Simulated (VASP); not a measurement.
# Fe (Im-3m) in VASP: settings compared

The runs below take Fe through single point, with LDA, PBE.

Program: VASP 6.6.1. These are calculated values, not measurements. Logs are shortened: lines on timing, memory, paths and dates and some standing lists are left out, and cuts for length are marked.

**1. The cell of the first run**

Symmetry: Im-3m, No. 229, cubic system. The conventional cell has a = 2.866 Å, b = 2.866 Å, c = 2.866 Å, α = 90.00°, β = 90.00°, γ = 90.00°. Within 3.3 Å of Fe (site symmetry m-3m) lie 14 Fe at 2.48 to 2.87 Å.

**2. Single point, LDA**

INCAR

```
PREC = Accurate ; ENCUT = 600
EDIFF = 1E-6 ; ISMEAR = -1
SIGMA = 0.1 ; LREAL = False
LASPH = True ; NELM = 120
ALGO = Normal ; ISIF = 2
LWAVE = False ; LCHARG = False
GGA = CA ; NBANDS = 10
GGA_COMPAT = False
```

KPOINTS

```
Automatic mesh
0
Gamma
  12 12 12
```

POSCAR

```
Fe
1.0
   -1.4330000000      1.4330000000      1.4330000000
    1.4330000000     -1.4330000000      1.4330000000
    1.4330000000      1.4330000000     -1.4330000000
Fe
1
Direct
    0.0000000000      0.0000000000      0.0000000000
```

Potentials or basis: VASP PAW LDA potentials, release 64 (Fe).

Command:

```
$ cat potpaw_LDA.64/Fe/POTCAR > POTCAR
$ mpirun -np 1 vasp_std > vasp.out
```

OUTCAR:

```text
PREC = Accurate
   ENCUT = 600
   EDIFF = 1E-6
   ISMEAR = -1
   LREAL = False
   LASPH = True
   NELM = 120
   ISIF = 2
   GGA = CA

 ion  position               nearest neighbor table
   1  0.000  0.000  0.000-

  LATTYP: Found a body centered cubic cell.
 ALAT       =     2.8660000000

  Lattice vectors:

 A1 = (  -1.4330000000,   1.4330000000,   1.4330000000)
 A2 = (   1.4330000000,  -1.4330000000,   1.4330000000)
 A3 = (   1.4330000000,   1.4330000000,  -1.4330000000)

Analysis of symmetry for initial positions (statically):
=====================================================================
 Subroutine PRICEL returns:
 Original cell was already a primitive cell.

 Routine SETGRP: Setting up the symmetry group for a
 body centered cubic supercell.

 Subroutine GETGRP returns: Found 48 space group operations
 (whereof 48 operations were pure point group operations)
 out of a pool of 48 trial point group operations.

The static configuration has the point symmetry O_h .

Analysis of symmetry for dynamics (positions and initial velocities):
=====================================================================
 Subroutine PRICEL returns:
 Original cell was already a primitive cell.

 Routine SETGRP: Setting up the symmetry group for a
 body centered cubic supercell.

 Subroutine GETGRP returns: Found 48 space group operations
 (whereof 48 operations were pure point group operations)
 out of a pool of 48 trial point group operations.

The dynamic configuration has the point symmetry O_h .

 Subroutine INISYM returns: Found 48 space group operations
 (whereof 48 operations are pure point group operations),
 and found     1 'primitive' translations

----------------------------------------------------------------------------------------

                                     Primitive cell

  volume of cell :      11.7706

  direct lattice vectors                    reciprocal lattice vectors
    -1.433000000  1.433000000  1.433000000     0.000000000  0.348918353  0.348918353
     1.433000000 -1.433000000  1.433000000     0.348918353  0.000000000  0.348918353
     1.433000000  1.433000000 -1.433000000     0.348918353  0.348918353  0.000000000

  length of vectors
     2.482028807  2.482028807  2.482028807     0.493445067  0.493445067  0.493445067

  position of ions in fractional coordinates (direct lattice)
     0.000000000  0.000000000  0.000000000

  ion indices of the primitive-cell ions
   primitive index   ion index
                 1           1

----------------------------------------------------------------------------------------

 KPOINTS: Automatic mesh

Automatic generation of k-mesh.
 Grid dimensions read from file:
 generate k-points for:   12   12   12

 Generating k-lattice:

  Cartesian coordinates                     Fractional coordinates (reciprocal lattice)
     0.000000000  0.029076529  0.029076529     0.083333333  0.000000000  0.000000000
     0.029076529  0.000000000  0.029076529     0.000000000  0.083333333  0.000000000
     0.029076529  0.029076529  0.000000000     0.000000000  0.000000000  0.083333333

  Length of vectors
     0.041120422  0.041120422  0.041120422

  Shift w.r.t. Gamma in fractional coordinates (k-lattice)
     0.000000000  0.000000000  0.000000000

 Subroutine IBZKPT returns following result:
 ===========================================

 Found     72 irreducible k-points:

 Following reciprocal coordinates:
            Coordinates               Weight
  0.000000  0.000000  0.000000      1.000000
  0.083333  0.000000  0.000000     12.000000
  0.166667  0.000000  0.000000     12.000000
  0.250000  0.000000  0.000000     12.000000
  0.333333  0.000000  0.000000     12.000000
  0.416667  0.000000  0.000000     12.000000
[... 16 lines left out ...]
  0.333333  0.083333  0.083333     24.000000
  0.416667  0.083333  0.083333     12.000000
 [... further k-points ...]
   k-points           NKPTS =     72   k-points in BZ     NKDIM =     72   number of bands    NBANDS=     10
   number of dos      NEDOS =    301   number of ions     NIONS =      1
   total plane-waves  NPLWV =   8000
   dimension x,y,z NGX =    20 NGY =   20 NGZ =   20
   dimension x,y,z NGXF=    40 NGYF=   40 NGZF=   40
   ions per type =               1
   NGX,Y,Z   is equivalent  to a cutoff of  13.40, 13.40, 13.40 a.u.
   NGXF,Y,Z  is equivalent  to a cutoff of  26.79, 26.79, 26.79 a.u.
 SYSTEM =  unknown system
   PREC   = accura    normal or accurate (medium, high low for compatibility)
   ISTART =      0    job   : 0-new  1-cont  2-samecut
   ICHARG =      2    charge: 1-file 2-atom 10-const
   ISPIN  =      1    spin polarized calculation?
   LNONCOLLINEAR =      F non collinear calculations
   LSORBIT =      F    spin-orbit coupling
   LASPH  =      T    aspherical Exc in radial PAW
   ENCUT  =  600.0 eV  44.10 Ry    6.64 a.u.   4.96  4.96  4.96*2*pi/ulx,y,z
   NELM   =    120;   NELMIN=  2; NELMDL= -5     # of ELM steps
   EDIFF  = 0.1E-05   stopping-criterion for ELM
   LREAL  =      F    real-space projection
   EDIFFG = 0.1E-04   stopping-criterion for IOM
   NSW    =      0    number of steps for IOM
   IBRION =     -1    ionic relax: 0-MD 1-quasi-New 2-CG
   NFREE  =      0    steps in history (QN), initial steepest desc. (CG)
   ISIF   =      2    stress and relaxation
   ISYM   =      2    0-nonsym 1-usesym 2-fastsym
   POTIM  = 0.5000    time-step for ionic-motion
   TEBEG  =    0.0;   TEEND  =   0.0 temperature during run
   PSTRESS=    0.0 pullay stress
   NELECT =       8.0000    total number of electrons
   NUPDOWN=      -1.0000    fix difference up-down
   EMIN   =  10.00;   EMAX   =-10.00  energy-range for DOS
   EFERMI =   0.00;   METHOD = LEGACY
   ISMEAR =    -1;   SIGMA  =   0.10  broadening in eV -4-tet -1-fermi 0-gaus
   EFERMI_NEDOS =   21; number of points for ismear=-14 and -15
   IALGO  =     38    algorithm
   IMIX   =      4    mixing-type and parameters
     AMIX     =   0.40;   BMIX     =  1.00
     AMIX_MAG =   1.60;   BMIX_MAG =  1.00
  volume/ion in A,a.u.               =      11.77        79.43
  Fermi-wavevector in a.u.,A,eV,Ry     =   1.439368  2.720012 28.188298  2.071781
  Thomas-Fermi vector in A             =   2.558232
   LORBIT       =      0    0 simple, 1 ext, 2 COOP (PROOUT), +10 PAW based schemes
   GGA     = CA    functional components
   LHFCALC =     F    Hartree Fock is set to
   AEXX    =    0.0000 exact exchange contribution
   IVDW    =     0    specifies the selected vdW correction
   LEPSILON=     F    determine dielectric tensor
   LRPA    =     F    only Hartree local field effects (RPA)
 non-spin polarized calculation
  energy-cutoff  :      600.00
  volume of cell :       11.77
 maximum number of plane-waves:       420
   NGX =  9   NGY =  9   NGZ =  9

 number of electron       7.9999998 magnetization

 Free energy of the ion-electron system (eV)
  ---------------------------------------------------
  ext. energy  EPLUGINS =         0.00000000
  ---------------------------------------------------
  free energy    TOTEN  =        -8.75734085 eV

  energy without entropy =       -8.63339654  energy(sigma->0) =       -8.69536870

 E-fermi :   5.3261     XC(G=0): -13.2517

 val. band max:        5.3197384082   @ k =   0.1667   0.0000   0.0000
 cond. band min:       5.3286814344   @ k =   0.0833   0.0833   0.0000
 fundamental gap:      0.0089430263
 Fermi energy:         5.3260638608

 k-point     1 :       0.0000    0.0000    0.0000
  band No.  band energies     occupation
      1      -2.8357      2.00000
      2       3.8159      2.00000
      3       3.8159      2.00000
      4       3.8159      2.00000
      5       5.2908      1.17428
      6       5.2908      1.17428
      7      29.9205      0.00000
      8      29.9205      0.00000
      9      29.9205      0.00000
     10      34.9324      0.00000

 k-point     2 :       0.0833    0.0000    0.0000
  band No.  band energies     occupation
      1      -2.5565      2.00000
      2       3.7369      2.00000
      3       3.8056      2.00000
      4       3.9681      2.00000
      5       5.2126      1.51329
      6       5.2973      1.14274
      7      28.2171      0.00000
      8      29.4892      0.00000
      9      29.7296      0.00000
     10      34.0278      0.00000

 k-point     3 :       0.1667    0.0000    0.0000
  band No.  band energies     occupation
      1      -1.7559      2.00000
      2       3.5253      2.00000
      3       3.7369      2.00000
      4       4.3997      1.99981
      5       5.0797      1.84315
      6       5.3197      1.03162
      7      24.7806      0.00000
      8      28.0328      0.00000
      9      29.3310      0.00000
     10      31.4430      0.00000

 k-point     4 :       0.2500    0.0000    0.0000
  band No.  band energies     occupation
      1      -0.5842      2.00000
      2       3.2460      2.00000
      3       3.6352      2.00000
      4       5.0321      1.89955
      5       5.0638      1.86467
      6       5.3620      0.82216
      7      20.9670      0.00000
      8      26.2346      0.00000
      9      28.9511      0.00000
     10      28.9554      0.00000

 k-point     5 :       0.3333    0.0000    0.0000
  band No.  band energies     occupation
      1       0.5310      2.00000
      2       2.9770      2.00000
      3       3.9132      2.00000
      4       5.1661      1.66399
      5       5.4184      0.56860
      6       5.7259      0.03604
      7      17.3121      0.00000
      8      24.7207      0.00000
      9      26.9227      0.00000
     10      28.6751      0.00000

 k-point     6 :       0.4167    0.0000    0.0000
  band No.  band energies     occupation
      1       1.0197      2.00000
      2       2.7860      2.00000
      3       4.9607      1.94949
      4       5.3313      0.97378
      5       5.4692      0.38587
      6       6.2836      0.00014
      7      14.2627      0.00000
      8      23.7370      0.00000
      9      25.5563      0.00000
     10      28.5141      0.00000
[... 183 lines left out ...]
 k-point    21 :       0.1667    0.0833    0.0833
  band No.  band energies     occupation
      1      -0.1103      2.00000
      2       3.1404      2.00000
      3       3.2437      2.00000
      4       5.1685      1.65727
      5       5.3293      0.98398
      6       5.6214      0.09919
      7      21.2115      0.00000
      8      23.1477      0.00000
      9      25.1910      0.00000
     10      32.0291      0.00000

 k-point    22 :       0.2500    0.0833    0.0833
  band No.  band energies     occupation
      1       0.9900      2.00000
      2       2.8861      2.00000
      3       3.3323      2.00000
      4       5.2228      1.47490
      5       5.4199      0.56252
      6       6.5516      0.00001
      7      17.6067      0.00000
      8      21.9720      0.00000
      9      23.5275      0.00000
     10      31.9027      0.00000

 k-point    23 :       0.3333    0.0833    0.0833
  band No.  band energies     occupation
      1       1.4246      2.00000
      2       2.7172      2.00000
      3       4.0395      1.99999
      4       5.2996      1.13147
      5       5.4785      0.35759
      6       7.6415      0.00000
      7      14.4765      0.00000
      8      21.2125      0.00000
      9      22.4808      0.00000
     10      31.6519      0.00000

 k-point    24 :       0.4167    0.0833    0.0833
  band No.  band energies     occupation
      1       1.4671      2.00000
      2       2.6583      2.00000
      3       4.4943      1.99951
      4       5.3296      0.98240
      5       5.4992      0.30077
      6       8.4093      0.00000
      7      12.9261      0.00000
      8      20.9492      0.00000
      9      22.1112      0.00000
     10      31.5513      0.00000

 [... further k-points ...]

------------------------ aborting loop because EDIFF is reached ----------------------------------------

  FORCE on cell =-STRESS in cart. coord.  units (eV):
  Direction    XX          YY          ZZ          XY          YZ          ZX
  --------------------------------------------------------------------------------------
  -------------------------------------------------------------------------------------
  Total       -2.7734749     -2.7734749     -2.7734749      0.0000000      0.0000000     -0.0000000
  in kB     -377.5167859   -377.5167859   -377.5167859      0.0000000      0.0000000     -0.0000000
  external PRESSURE =    -377.5167859 kB  Pullay stress =       0.0000000 kB

 VOLUME and BASIS-vectors are now :
 -----------------------------------------------------------------------------
  energy-cutoff  :      600.00
  volume of cell :       11.77
      direct lattice vectors                 reciprocal lattice vectors
    -1.433000000  1.433000000  1.433000000     0.000000000  0.348918353  0.348918353
     1.433000000 -1.433000000  1.433000000     0.348918353  0.000000000  0.348918353
     1.433000000  1.433000000 -1.433000000     0.348918353  0.348918353  0.000000000

 POSITION                                       TOTAL-FORCE (eV/Angst)
 -----------------------------------------------------------------------------------
      0.00000      0.00000      0.00000         0.000000      0.000000      0.000000
 -----------------------------------------------------------------------------------
    total drift:                                0.000000     -0.000000      0.000000

  FREE ENERGIE OF THE ION-ELECTRON SYSTEM (eV)
  ---------------------------------------------------
  free  energy   TOTEN  =        -8.7573408515 eV

  energy  without entropy=       -8.6333965427  energy(sigma->0) =       -8.69536870
```

Run time: 7.5 s. Hardware: 1 thread of Intel Xeon Platinum 8259CL at 2.50GHz (Skylake/Cascade Lake), shared host; peak memory 0.12 GiB.

What came out:

```yaml
Free_energy: -8.7573 eV
Pressure: -37.8 GPa
Band_gap_on_the_k_mesh: zero (bands 4 and 5 overlap by 1.83 eV)
```

Levels at points of the mesh, in eV from the Fermi level:
```tsv
k point	band 1	band 2	band 3	band 4	band 5	band 6	band 7	band 8	band 9
(0.00, 0.00, 0.00)	-8.16	-1.51	-1.51	-1.51	-0.04	-0.04	24.59	24.59	24.59
(0.50, 0.00, 0.00)	-4.23	-2.61	-0.06	0.16	0.58	1.17	7.53	18.07	19.74
(0.50, 0.50, 0.50)	-3.93	-3.93	0.91	0.91	0.91	9.73	9.73	9.73	15.72
```

Caveat: the cell stands under tension; the run has no spin polarisation, though such a crystal can be magnetic. Spin polarisation is off, so any magnetic state and its effect on volume and gap are missing.

(Part 1 of 2 ends here.)
